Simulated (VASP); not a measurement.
# GaN (I-4m2) in VASP: further runs, part 2 of 2

VASP 6.6.1.

### 4 Single point, r2SCAN (strain +0.080 along x and y, -0.040 along z)

File POSCAR:

```
GaN
1.0
    0.0000000000      2.4337806561      2.1633605832
    2.4337806561      0.0000000000      2.1633605832
    2.4337806561      2.4337806561      0.0000000000
Ga N
1 1
Direct
    0.0000000000      0.0000000000      0.0000000000
    0.7500000000      0.7500000000      0.7500000000
```

File INCAR.step1:

```
  PREC = Accurate
  ENCUT = 520
  ISMEAR = 0
  SIGMA = 0.05
  LREAL = F
  LASPH = T
  NELM = 100
  NBANDS = 16
  GGA = PE
  ALGO = Normal
  EDIFF = 1E-4
  LWAVE = T
  LCHARG = F
```

File INCAR.step2:

```
  PREC = Accurate
  ENCUT = 520
  EDIFF = 1E-6
  ISMEAR = 0
  SIGMA = 0.05
  LREAL = F
  LASPH = T
  NELM = 100
  ALGO = Normal
  ISIF = 2
  LWAVE = F
  LCHARG = T
  METAGGA = R2SCAN
  LMIXTAU = T
  LELF = T
  LVHAR = T
  NBANDS = 16
  ISTART = 1
```

File KPOINTS:

```
regular mesh
0
Gamma
  10 10 10
```

Potentials or basis: VASP PAW PBE potentials, release 64 (Ga_d, N).

On the command line:

```
$ cat potpaw_PBE.64/Ga_d/POTCAR potpaw_PBE.64/N/POTCAR > POTCAR
$ cp INCAR.step1 INCAR
$ mpirun -np 1 vasp_std > vasp.out
$ cp INCAR.step2 INCAR
$ mpirun -np 1 vasp_std > vasp.out
```

OUTCAR:

```text
PREC = Accurate
   ENCUT = 520
   EDIFF = 1E-6
   ISMEAR = 0
   LREAL = F
   LASPH = T
   NELM = 100
   ISIF = 2
   METAGGA = R2SCAN
   ISTART = 1

 ion  position               nearest neighbor table
   1  0.000  0.000  0.000-   2 2.03   2 2.03   2 2.03   2 2.03
   2  0.750  0.750  0.750-   1 2.03   1 2.03   1 2.03   1 2.03

  LATTYP: Found a body centered tetragonal cell.
 ALAT       =     3.4418856117
 C/A-ratio  =     1.2570787221

  Lattice vectors:

 A1 = (   0.0000000000,  -2.4337806561,  -2.1633605832)
 A2 = (   0.0000000000,   2.4337806561,  -2.1633605832)
 A3 = (   2.4337806561,   0.0000000000,   2.1633605832)

Analysis of symmetry for initial positions (statically):
=====================================================================
 Subroutine PRICEL returns:
 Original cell was already a primitive cell.

 Routine SETGRP: Setting up the symmetry group for a
 body centered tetragonal supercell.

 Subroutine GETGRP returns: Found  8 space group operations
 (whereof  8 operations were pure point group operations)
[... 157 lines left out ...]
  ---------------------------------------------------
  ext. energy  EPLUGINS =         0.00000000
  ---------------------------------------------------
  free energy    TOTEN  =       -21.64789310 eV

  energy without entropy =      -21.64789310  energy(sigma->0) =      -21.64789310

 E-fermi :   4.4632     XC(G=0): -11.9951

 val. band max:        4.1498792410   @ k =   0.0000   0.0000   0.0000
 cond. band min:       5.1886731581   @ k =   0.0000   0.0000   0.0000
 fundamental gap:      1.0387939171
 Fermi energy:         4.4631961995

 k-point     1 :       0.0000    0.0000    0.0000
  band No.  band energies     occupation
      1     -11.9338      2.00000
      2      -9.9884      2.00000
      3      -9.9884      2.00000
      4      -9.8980      2.00000
      5      -9.7276      2.00000
      6      -9.7188      2.00000
[... 433 lines left out ...]
      3      -9.8189      2.00000
      4      -9.8146      2.00000
      5      -9.6501      2.00000
      6      -8.5232      2.00000
[... 8 lines left out ...]
     15      24.9306      0.00000
     16      25.0041      0.00000

 [... further k-points ...]
[... 5 lines left out ...]
  --------------------------------------------------------------------------------------
  -------------------------------------------------------------------------------------
  Total       -3.5552587     -3.5552587     -1.5238329      0.0000000      0.0000000     -0.0000000
  in kB     -222.2593328   -222.2593328    -95.2634178      0.0000000      0.0000000     -0.0000000
  external PRESSURE =    -179.9273611 kB  Pullay stress =       0.0000000 kB

 VOLUME and BASIS-vectors are now :
 -----------------------------------------------------------------------------
  energy-cutoff  :      520.00
  volume of cell :       25.63
      direct lattice vectors                 reciprocal lattice vectors
     0.000000000  2.433780656  2.163360583    -0.205441685  0.205441685  0.231121896
     2.433780656  0.000000000  2.163360583     0.205441685 -0.205441685  0.231121896
     2.433780656  2.433780656  0.000000000     0.205441685  0.205441685 -0.231121896

 POSITION                                       TOTAL-FORCE (eV/Angst)
 -----------------------------------------------------------------------------------
      0.00000      0.00000      0.00000         0.000000      0.000000      0.000000
      3.65067      3.65067      3.24504        -0.000000     -0.000000     -0.000000
 -----------------------------------------------------------------------------------
    total drift:                               -0.000317     -0.000317      0.000154

  FREE ENERGIE OF THE ION-ELECTRON SYSTEM (eV)
  ---------------------------------------------------
  free  energy   TOTEN  =       -21.6478931031 eV

  energy  without entropy=      -21.6478931031  energy(sigma->0) =      -21.64789310
```

OSZICAR.step1:

```text
N       E                     dE             d eps       ncg     rms          rms(c)
DAV:   1     0.792620882941E+02    0.79262E+02   -0.92571E+03  3656   0.192E+03
DAV:   2    -0.781896116881E+01   -0.87081E+02   -0.81556E+02  3704   0.322E+02
DAV:   3    -0.137574406345E+02   -0.59385E+01   -0.59112E+01  3832   0.703E+01
DAV:   4    -0.138275718235E+02   -0.70131E-01   -0.70121E-01  4112   0.830E+00
DAV:   5    -0.138285594147E+02   -0.98759E-03   -0.98758E-03  3928   0.874E-01    0.734E+00
DAV:   6    -0.120104580453E+02    0.18181E+01   -0.51126E+00  4920   0.367E+01    0.275E+00
DAV:   7    -0.119999065941E+02    0.10551E-01   -0.28035E-01  3664   0.710E+00    0.173E+00
DAV:   8    -0.119961669027E+02    0.37397E-02   -0.88454E-02  3480   0.313E+00    0.988E-01
DAV:   9    -0.119903626117E+02    0.58043E-02   -0.12423E-02  4384   0.208E+00    0.348E-01
DAV:  10    -0.119907983621E+02   -0.43575E-03   -0.15818E-03  3624   0.356E-01    0.237E-01
DAV:  11    -0.119907325562E+02    0.65806E-04   -0.20268E-04  3304   0.300E-01
   1 F= -.11990733E+02 E0= -.11990733E+02  d E =-.500479E-22
```

Run time: 3.5 min. Hardware: 1 thread of AMD EPYC 7R13 (Zen 3), shared host; peak memory 0.15 GiB.

What came out:

```
Free energy            : -21.6479 eV
Pressure               : -18.0 GPa
Band gap on the k mesh : 1.04 eV, direct
```

Stress tensor (GPa, compression positive):
```
-22.23   0.00   0.00
  0.00 -22.23   0.00
  0.00   0.00  -9.53
```

Caveat: the cell differs from its parent crystal (strain +0.080 along x and y, -0.040 along z); the PAW data sets were made with another functional, which shifts forces and pressure a little.

### 5 Single point, r2SCAN (strain +0.080 along x and y, +0.000 along z)

File POSCAR:

```
GaN
1.0
    0.0000000000      2.4337806561      2.2535006075
    2.4337806561      0.0000000000      2.2535006075
    2.4337806561      2.4337806561      0.0000000000
Ga N
1 1
Direct
    0.0000000000      0.0000000000      0.0000000000
    0.7500000000      0.7500000000      0.7500000000
```

File INCAR.step1:

```
SYSTEM = GaN
PREC = Accurate
ENCUT = 520
ISMEAR = 0
SIGMA = 0.05
LREAL = .False.
LASPH = .True.
NELM = 60
NBANDS = 16
GGA = PE
ALGO = Normal
EDIFF = 1E-4
LWAVE = .True.
LCHARG = .False.
```

File INCAR.step2:

```
SYSTEM = GaN
PREC = Accurate
ENCUT = 520
EDIFF = 1E-7
ISMEAR = 0
SIGMA = 0.05
LREAL = .False.
LASPH = .True.
NELM = 60
ALGO = Normal
ISIF = 2
LWAVE = .False.
LCHARG = .True.
METAGGA = R2SCAN
LMIXTAU = .True.
LELF = .True.
LVHAR = .True.
NBANDS = 16
ISTART = 1
```

File KPOINTS:

```
Automatic mesh
0
Gamma
  10 10 10
  0 0 0
```

On the command line:

```
$ cat potpaw_PBE.64/Ga_d/POTCAR potpaw_PBE.64/N/POTCAR > POTCAR
$ cp INCAR.step1 INCAR
$ mpirun -np 1 vasp_std > vasp.out
$ cp INCAR.step2 INCAR
$ mpirun -np 1 vasp_std > vasp.out
```

Run time: 5.3 min. Hardware: 1 thread of AMD EPYC 7R13 (Zen 3), shared host; peak memory 0.16 GiB.

It converged, with:

```yaml
Free_energy: -21.5640 eV
Pressure: -21.7 GPa
Band_gap_on_the_k_mesh: 0.88 eV, direct
```

Stress tensor (GPa, compression positive):
```
-24.73   0.00   0.00
  0.00 -24.73   0.00
  0.00   0.00 -15.76
```

Levels at points of the mesh, in eV from the valence-band top:
| k point | band 5 | band 6 | band 7 | band 8 | band 9 | band 10 | band 11 | band 12 | band 13 | band 14 |
| --- | --- | --- | --- | --- | --- | --- | --- | --- | --- | --- |
| (0.00, 0.00, 0.00) | -13.81 | -13.80 | -0.29 | -0.29 | 0.00 | 0.88 | 9.67 | 9.93 | 9.93 | 16.23 |
| (0.50, 0.00, 0.00) | -13.76 | -12.65 | -6.40 | -1.25 | -0.77 | 3.79 | 8.42 | 9.50 | 10.57 | 14.90 |
| (0.50, 0.50, 0.00) | -13.73 | -12.05 | -5.30 | -2.80 | -2.80 | 3.29 | 5.31 | 11.88 | 12.84 | 12.84 |
| (0.50, 0.00, 0.50) | -13.77 | -12.36 | -6.04 | -2.29 | -2.27 | 3.64 | 6.41 | 11.00 | 12.42 | 13.91 |

Caveat: the cell differs from its parent crystal (strain +0.080 along x and y, +0.000 along z); the PAW data sets were made with another functional, which shifts forces and pressure a little.

### 6 Single point, r2SCAN (strain +0.080 along x and y, +0.040 along z)

File POSCAR:

```
GaN
1.0
    0.0000000000      2.4337806561      2.3436406318
    2.4337806561      0.0000000000      2.3436406318
    2.4337806561      2.4337806561      0.0000000000
Ga N
1 1
Direct
    0.0000000000      0.0000000000      0.0000000000
    0.7500000000      0.7500000000      0.7500000000
```

File INCAR.step1:

```
  ALGO = Normal
  EDIFF = 1E-4
  ENCUT = 520
  GGA = PE
  ISMEAR = 0
  LASPH = T
  LCHARG = F
  LREAL = F
  LWAVE = T
  NBANDS = 16
  NELM = 60
  PREC = Accurate
  SIGMA = 0.05
```

File INCAR.step2:

```
  ALGO = Normal
  EDIFF = 1E-6
  ENCUT = 520
  ISIF = 2
  ISMEAR = 0
  ISTART = 1
  LASPH = T
  LCHARG = F
  LMIXTAU = T
  LREAL = F
  LWAVE = F
  METAGGA = R2SCAN
  NBANDS = 16
  NELM = 60
  PREC = Accurate
  SIGMA = 0.05
```

File KPOINTS:

```
k-points
0
Gamma
  10 10 10
```

Potentials or basis: VASP PAW PBE potentials, release 64 (Ga_d, N).

On the command line:

```
$ cat potpaw_PBE.64/Ga_d/POTCAR potpaw_PBE.64/N/POTCAR > POTCAR
$ cp INCAR.step1 INCAR
$ mpirun -np 1 vasp_std > vasp.out
$ cp INCAR.step2 INCAR
$ mpirun -np 1 vasp_std > vasp.out
```

It took 4 min on 1 thread of AMD EPYC 7R13 (Zen 3), shared host; peak memory 0.17 GiB.

Results (log left out):

| Property | Result |
| --- | --- |
| Free energy | -21.4393 eV |
| Pressure | -24.8 GPa |
| Band gap on the k mesh | 0.74 eV, direct |

Stress tensor (GPa, compression positive):
```
-26.33   0.00   0.00
  0.00 -26.33   0.00
  0.00   0.00 -21.67
```

Levels at points of the mesh, in eV from the valence-band top:
```csv
k point,band 7,band 8,band 9,band 10,band 11,band 12
"(0.00, 0.00, 0.00)",-0.15,-0.15,0.00,0.74,9.58,9.70
"(0.50, 0.00, 0.00)",-6.12,-1.00,-0.76,3.70,8.28,9.62
"(0.50, 0.50, 0.00)",-5.34,-2.43,-2.43,3.45,5.55,11.41
"(0.50, 0.00, 0.50)",-5.69,-2.19,-2.18,3.63,6.06,11.02
```

Caveat: the cell differs from its parent crystal (strain +0.080 along x and y, +0.040 along z); the PAW data sets were made with another functional, which shifts forces and pressure a little.

### 7 Overview

```tsv
cell	gap on the mesh (eV)	pressure (GPa)
a = 3.197, b = 3.197, c = 3.442 Å, angles 57.4, 57.4, 65.1°, 2 atoms	1.21	-13.4
a = 3.251, b = 3.251, c = 3.314 Å, angles 59.4, 59.4, 61.3°, 2 atoms	1.48	-13.1
a = 3.256, b = 3.256, c = 3.442 Å, angles 58.1, 58.1, 63.8°, 2 atoms	1.04	-18.0
a = 3.317, b = 3.317, c = 3.442 Å, angles 58.7, 58.7, 62.5°, 2 atoms	0.88	-21.7
a = 3.379, b = 3.379, c = 3.442 Å, angles 59.4, 59.4, 61.2°, 2 atoms	0.74	-24.8
```

Alike in all rows: task single point; level r2SCAN; potentials or basis VASP PAW PBE potentials, release 64 (Ga_d, N); no spin polarisation; k mesh 10 × 10 × 10; cutoff (eV) 520; smearing gaussian 0.05 eV.

Caveats: the PAW data sets were made with another functional, which shifts forces and pressure a little.

Total energies depend on the potentials used, so only differences within one code and one set of settings carry meaning.
